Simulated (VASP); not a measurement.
# Ag (Fm-3m) in VASP: further runs

The runs below take Ag through single point, with PBE.

Everything below comes from runs of VASP 6.6.1. Logs are shortened: lines on timing, memory, paths and dates and some standing lists are left out, and cuts for length are marked.

### 1 The cell of the first run

The structure is cubic, space group Fm-3m (No. 225). Conventional cell: a = 3.989 Å, b = 3.989 Å, c = 3.989 Å, α = 90.00°, β = 90.00°, γ = 90.00°. Ag (site symmetry m-3m) has 12 Ag at 2.82 Å within 3.7 Å.

### 2 Single point, PBE

File INCAR:

```
SYSTEM = Ag
PREC = Accurate
ENCUT = 500
EDIFF = 1E-6
ISMEAR = -1
SIGMA = 0.1
LREAL = .FALSE.
LASPH = .TRUE.
NELM = 120
ALGO = Normal
ISIF = 2
LWAVE = .FALSE.
LCHARG = .FALSE.
GGA = PE
NBANDS = 12
GGA_COMPAT = .FALSE.
```

File KPOINTS:

```
Automatic mesh
0
G
  20 20 20
  0 0 0
```

File POSCAR:

```
Ag
1.0
    0.0000000000      1.9946650475      1.9946650475
    1.9946650475      0.0000000000      1.9946650475
    1.9946650475      1.9946650475      0.0000000000
Ag
1
Direct
    0.0000000000      0.0000000000      0.0000000000
```

Potentials or basis: VASP PAW PBE potentials, release 64 (Ag).

Command:

```bash
$ cat potpaw_PBE.64/Ag/POTCAR > POTCAR
$ mpirun -np 1 vasp_std > vasp.out
```

OUTCAR:

```text
SYSTEM = Ag
   PREC = Accurate
   ENCUT = 500
   EDIFF = 1E-6
   ISMEAR = -1
   LREAL = .FALSE.
   LASPH = .TRUE.
   NELM = 120
   ISIF = 2
   GGA = PE

 ion  position               nearest neighbor table
   1  0.000  0.000  0.000-

  LATTYP: Found a face centered cubic cell.
 ALAT       =     3.9893300950

  Lattice vectors:

 A1 = (   0.0000000000,   1.9946650475,   1.9946650475)
 A2 = (   1.9946650475,   0.0000000000,   1.9946650475)
 A3 = (   1.9946650475,   1.9946650475,   0.0000000000)

Analysis of symmetry for initial positions (statically):
=====================================================================
 Subroutine PRICEL returns:
 Original cell was already a primitive cell.

 Routine SETGRP: Setting up the symmetry group for a
 face centered cubic supercell.

 Subroutine GETGRP returns: Found 48 space group operations
 (whereof 48 operations were pure point group operations)
 out of a pool of 48 trial point group operations.

The static configuration has the point symmetry O_h .

Analysis of symmetry for dynamics (positions and initial velocities):
=====================================================================
 Subroutine PRICEL returns:
 Original cell was already a primitive cell.

 Routine SETGRP: Setting up the symmetry group for a
 face centered cubic supercell.

 Subroutine GETGRP returns: Found 48 space group operations
 (whereof 48 operations were pure point group operations)
 out of a pool of 48 trial point group operations.

The dynamic configuration has the point symmetry O_h .

 Subroutine INISYM returns: Found 48 space group operations
 (whereof 48 operations are pure point group operations),
 and found     1 'primitive' translations

----------------------------------------------------------------------------------------

                                     Primitive cell

  volume of cell :      15.8723

  direct lattice vectors                    reciprocal lattice vectors
     0.000000000  1.994665048  1.994665048    -0.250668653  0.250668653  0.250668653
     1.994665048  0.000000000  1.994665048     0.250668653 -0.250668653  0.250668653
     1.994665048  1.994665048  0.000000000     0.250668653  0.250668653 -0.250668653

  length of vectors
     2.820882363  2.820882363  2.820882363     0.434170842  0.434170842  0.434170842

  position of ions in fractional coordinates (direct lattice)
     0.000000000  0.000000000  0.000000000

  ion indices of the primitive-cell ions
   primitive index   ion index
                 1           1

----------------------------------------------------------------------------------------

 KPOINTS: Automatic mesh

Automatic generation of k-mesh.
 Grid dimensions read from file:
 generate k-points for:   20   20   20

 Generating k-lattice:

  Cartesian coordinates                     Fractional coordinates (reciprocal lattice)
    -0.012533433  0.012533433  0.012533433     0.050000000  0.000000000  0.000000000
     0.012533433 -0.012533433  0.012533433     0.000000000  0.050000000  0.000000000
     0.012533433  0.012533433 -0.012533433     0.000000000  0.000000000  0.050000000

  Length of vectors
     0.021708542  0.021708542  0.021708542

  Shift w.r.t. Gamma in fractional coordinates (k-lattice)
     0.000000000  0.000000000  0.000000000

 Subroutine IBZKPT returns following result:
 ===========================================

 Found    256 irreducible k-points:

 Following reciprocal coordinates:
            Coordinates               Weight
  0.000000  0.000000  0.000000      1.000000
  0.050000  0.000000  0.000000      8.000000
  0.100000  0.000000  0.000000      8.000000
  0.150000  0.000000  0.000000      8.000000
  0.200000  0.000000  0.000000      8.000000
  0.250000  0.000000  0.000000      8.000000
[... 16 lines left out ...]
 -0.400000  0.050000  0.000000     24.000000
 -0.350000  0.050000  0.000000     24.000000
 [... further k-points ...]
   k-points           NKPTS =    256   k-points in BZ     NKDIM =    256   number of bands    NBANDS=     12
   number of dos      NEDOS =    301   number of ions     NIONS =      1
   total plane-waves  NPLWV =  13824
   dimension x,y,z NGX =    24 NGY =   24 NGZ =   24
   dimension x,y,z NGXF=    48 NGYF=   48 NGZF=   48
   ions per type =               1
   NGX,Y,Z   is equivalent  to a cutoff of  14.14, 14.14, 14.14 a.u.
   NGXF,Y,Z  is equivalent  to a cutoff of  28.29, 28.29, 28.29 a.u.
 SYSTEM =  Ag
   PREC   = accura    normal or accurate (medium, high low for compatibility)
   ISTART =      0    job   : 0-new  1-cont  2-samecut
   ICHARG =      2    charge: 1-file 2-atom 10-const
   ISPIN  =      1    spin polarized calculation?
   LNONCOLLINEAR =      F non collinear calculations
   LSORBIT =      F    spin-orbit coupling
   LASPH  =      T    aspherical Exc in radial PAW
   ENCUT  =  500.0 eV  36.75 Ry    6.06 a.u.   5.14  5.14  5.14*2*pi/ulx,y,z
   NELM   =    120;   NELMIN=  2; NELMDL= -5     # of ELM steps
   EDIFF  = 0.1E-05   stopping-criterion for ELM
   LREAL  =      F    real-space projection
   EDIFFG = 0.1E-04   stopping-criterion for IOM
   NSW    =      0    number of steps for IOM
   IBRION =     -1    ionic relax: 0-MD 1-quasi-New 2-CG
   NFREE  =      0    steps in history (QN), initial steepest desc. (CG)
   ISIF   =      2    stress and relaxation
   ISYM   =      2    0-nonsym 1-usesym 2-fastsym
   POTIM  = 0.5000    time-step for ionic-motion
   TEBEG  =    0.0;   TEEND  =   0.0 temperature during run
   PSTRESS=    0.0 pullay stress
   NELECT =      11.0000    total number of electrons
   NUPDOWN=      -1.0000    fix difference up-down
   EMIN   =  10.00;   EMAX   =-10.00  energy-range for DOS
   EFERMI =   0.00;   METHOD = LEGACY
   ISMEAR =    -1;   SIGMA  =   0.10  broadening in eV -4-tet -1-fermi 0-gaus
   EFERMI_NEDOS =   21; number of points for ismear=-14 and -15
   IALGO  =     38    algorithm
   IMIX   =      4    mixing-type and parameters
     AMIX     =   0.40;   BMIX     =  1.00
     AMIX_MAG =   1.60;   BMIX_MAG =  1.00
  volume/ion in A,a.u.               =      15.87       107.11
  Fermi-wavevector in a.u.,A,eV,Ry     =   1.448747  2.737734 28.556814  2.098867
  Thomas-Fermi vector in A             =   2.566552
   LORBIT       =      0    0 simple, 1 ext, 2 COOP (PROOUT), +10 PAW based schemes
   GGA     = PE    functional components
   LHFCALC =     F    Hartree Fock is set to
   AEXX    =    0.0000 exact exchange contribution
   IVDW    =     0    specifies the selected vdW correction
   LEPSILON=     F    determine dielectric tensor
   LRPA    =     F    only Hartree local field effects (RPA)
 non-spin polarized calculation
  energy-cutoff  :      500.00
  volume of cell :       15.87
 maximum number of plane-waves:       419
 NGX is ok and might be reduce to    24
   NGX = 11   NGY = 11   NGZ = 11

 number of electron      11.0000002 magnetization

 Free energy of the ion-electron system (eV)
  ---------------------------------------------------
  ext. energy  EPLUGINS =         0.00000000
  ---------------------------------------------------
  free energy    TOTEN  =        -2.64421206 eV

  energy without entropy =       -2.63694664  energy(sigma->0) =       -2.64057935

 E-fermi :   9.4949     XC(G=0): -12.6431

 val. band max:        9.4772319448   @ k =   0.5000   0.3500   0.1500
 cond. band min:       9.5043055076   @ k =   0.5000   0.1000   0.0000
 fundamental gap:      0.0270735628
 Fermi energy:         9.4948921990

 k-point     1 :       0.0000    0.0000    0.0000
  band No.  band energies     occupation
      1       1.1564      2.00000
      2       4.3854      2.00000
      3       4.3854      2.00000
      4       4.3854      2.00000
      5       5.5590      2.00000
      6       5.5590      2.00000
      7      25.6279      0.00000
      8      29.6326      0.00000
      9      29.6326      0.00000
     10      29.6326      0.00000
     11      34.6277      0.00000
     12      36.2822      0.00000

 k-point     2 :       0.0500    0.0000    0.0000
  band No.  band energies     occupation
      1       1.2397      2.00000
      2       4.3638      2.00000
      3       4.4101      2.00000
      4       4.4101      2.00000
      5       5.5489      2.00000
      6       5.5489      2.00000
      7      25.6689      0.00000
      8      28.9331      0.00000
      9      29.6862      0.00000
     10      29.6862      0.00000
     11      34.9276      0.00000
     12      36.1503      0.00000

 k-point     3 :       0.1000    0.0000    0.0000
  band No.  band energies     occupation
      1       1.4820      2.00000
      2       4.3101      2.00000
      3       4.4764      2.00000
      4       4.4764      2.00000
      5       5.5265      2.00000
      6       5.5265      2.00000
      7      25.6610      0.00000
      8      27.5567      0.00000
      9      29.8311      0.00000
     10      29.8311      0.00000
     11      34.2980      0.00000
     12      35.7262      0.00000

 k-point     4 :       0.1500    0.0000    0.0000
  band No.  band energies     occupation
      1       1.8548      2.00000
      2       4.2622      2.00000
      3       4.5585      2.00000
      4       4.5585      2.00000
      5       5.5179      2.00000
      6       5.5179      2.00000
      7      24.8498      0.00000
      8      26.7212      0.00000
      9      30.0164      0.00000
     10      30.0164      0.00000
     11      33.4384      0.00000
     12      35.0208      0.00000

 k-point     5 :       0.2000    0.0000    0.0000
  band No.  band energies     occupation
      1       2.2824      2.00000
      2       4.3078      2.00000
      3       4.6137      2.00000
      4       4.6137      2.00000
      5       5.5647      2.00000
      6       5.5647      2.00000
      7      23.1119      0.00000
      8      26.5651      0.00000
      9      30.1427      0.00000
     10      30.1427      0.00000
     11      32.9897      0.00000
     12      34.2081      0.00000
[... 228 lines left out ...]
      1       2.6471      2.00000
      2       4.3244      2.00000
      3       4.4003      2.00000
      4       6.2457      2.00000
      5       6.4626      2.00000
      6       9.0693      1.97204
      7      13.5786      0.00000
      8      24.8580      0.00000
      9      27.6682      0.00000
     10      27.7701      0.00000
     11      33.6319      0.00000
     12      33.6967      0.00000

 k-point    22 :      -0.4500    0.0500    0.0000
  band No.  band energies     occupation
      1       2.6537      2.00000
      2       4.3352      2.00000
      3       4.3999      2.00000
      4       6.2654      2.00000
      5       6.4033      2.00000
      6       8.8974      1.99493
      7      13.8031      0.00000
      8      24.8697      0.00000
      9      27.4736      0.00000
     10      28.0945      0.00000
     11      33.5351      0.00000
     12      33.7062      0.00000

 k-point    23 :      -0.4000    0.0500    0.0000
  band No.  band energies     occupation
      1       2.6936      2.00000
      2       4.3773      2.00000
      3       4.4309      2.00000
      4       6.1535      2.00000
      5       6.2610      2.00000
      6       8.0012      2.00000
      7      15.0529      0.00000
      8      25.0219      0.00000
      9      27.5311      0.00000
     10      28.6802      0.00000
     11      33.3781      0.00000
     12      33.6011      0.00000

 k-point    24 :      -0.3500    0.0500    0.0000
  band No.  band energies     occupation
      1       2.7527      2.00000
      2       4.4425      2.00000
      3       4.4888      2.00000
      4       5.8633      2.00000
      5       6.0575      2.00000
      6       7.0354      2.00000
      7      16.7370      0.00000
      8      25.2944      0.00000
      9      27.8077      0.00000
     10      29.5044      0.00000
     11      33.1540      0.00000
     12      33.3227      0.00000

 [... further k-points ...]

------------------------ aborting loop because EDIFF is reached ----------------------------------------

  FORCE on cell =-STRESS in cart. coord.  units (eV):
  Direction    XX          YY          ZZ          XY          YZ          ZX
  --------------------------------------------------------------------------------------
  -------------------------------------------------------------------------------------
  Total        1.4611899      1.4611899      1.4611899     -0.0000000      0.0000000     -0.0000000
  in kB      147.4950081    147.4950081    147.4950081     -0.0000000      0.0000000     -0.0000000
  external PRESSURE =     147.4950081 kB  Pullay stress =       0.0000000 kB

 VOLUME and BASIS-vectors are now :
 -----------------------------------------------------------------------------
  energy-cutoff  :      500.00
  volume of cell :       15.87
      direct lattice vectors                 reciprocal lattice vectors
     0.000000000  1.994665048  1.994665048    -0.250668653  0.250668653  0.250668653
     1.994665048  0.000000000  1.994665048     0.250668653 -0.250668653  0.250668653
     1.994665048  1.994665048  0.000000000     0.250668653  0.250668653 -0.250668653

 POSITION                                       TOTAL-FORCE (eV/Angst)
 -----------------------------------------------------------------------------------
      0.00000      0.00000      0.00000        -0.000000      0.000000     -0.000000
 -----------------------------------------------------------------------------------
    total drift:                                0.000000     -0.000000     -0.000000

  FREE ENERGIE OF THE ION-ELECTRON SYSTEM (eV)
  ---------------------------------------------------
  free  energy   TOTEN  =        -2.6442120607 eV

  energy  without entropy=       -2.6369466413  energy(sigma->0) =       -2.64057935
```

Wall time 26 s (1 thread of Intel Xeon 6975P-C (Granite Rapids), shared host); peak memory 0.17 GiB.

What came out:

```yaml
Free_energy: -2.6442 eV
Pressure: 14.7 GPa
Band_gap_on_the_k_mesh: zero (an odd number of electrons rules out a gap without spin polarisation)
```

Caveat: the cell stands under pressure.

(Continued in part 2 of 2.)
